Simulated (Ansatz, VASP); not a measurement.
# Ti in VASP and in Ansatz

File INCAR:

```
PREC     = Accurate       # precision mode
ENCUT    = 520            # plane-wave cutoff, eV
EDIFF    = 1E-6           # SCF threshold, eV
ISMEAR   = 0              # smearing method
SIGMA    = 0.15           # smearing width, eV
LREAL    = F              # projectors in reciprocal space
LASPH    = T              # aspherical terms in the spheres
NELM     = 60             # most SCF steps
ALGO     = Fast           # electronic algorithm
ISIF     = 2              # what is computed and relaxed
LWAVE    = F              # write WAVECAR
LCHARG   = F              # write CHGCAR
GGA      = PE             # functional
NBANDS   = 12             # bands
```

File KPOINTS:

```
Automatic mesh
0
Gamma
  22 22 22
```

Contents of POSCAR:

```
Ti
1.0
   -1.5479885558      1.5479885558      2.0873077687
    1.5479885558     -1.5479885558      2.0873077687
    1.5479885558      1.5479885558     -2.0873077687
Ti
1
Direct
    0.0000000000      0.0000000000      0.0000000000
```

Input for Ansatz:

```yaml
crystal:
  lattice:
    - [-1.5479885558, 1.5479885558, 2.0873077687]
    - [1.5479885558, -1.5479885558, 2.0873077687]
    - [1.5479885558, 1.5479885558, -2.0873077687]
  atoms:
    - { symbol: Ti, position: [0.0, 0.0, 0.0] }
basis:
  ecutwfc: 520.0
kpoints:
  mp_grid: { grid: [22, 22, 22] }
hamiltonian:
  xc: pbe
  pseudopotentials: { kind: paw, azcp: { folder: soft_1 } }
scf:
  occupations: { method: gaussian, width: 0.15 }
output:
  forces: true
  stress: true
  eigenvalues: true
  write_density: true
  write_potential: true
  elf: true
  volumetric_format: npy
```

Alike in both runs: task single point; functional PBE; k mesh 22 × 22 × 22; occupations gaussian, width 0.15 eV; no spin polarisation.

|  | VASP | Ansatz |
| --- | --- | --- |
| version | VASP 6.6.1 | Ansatz 0.2.0 |
| potentials or method | VASP PAW PBE potentials, release 64 (Ti_sv), cutoff 520 eV | scalar-relativistic, plane waves, PAW |
| valence electrons in the cell | 12 | 12 |

```tsv
	VASP	Ansatz	Ansatz less VASP
gap on the k mesh at the Fermi level (eV)	none	none	-
pressure (GPa)	-11.8	-11.8	+0.06
traceless stress, the component that is largest in VASP (GPa)	0.98	0.98	-0.001
```

A gap of «none» marks a metal or a gap that the smearing closes.
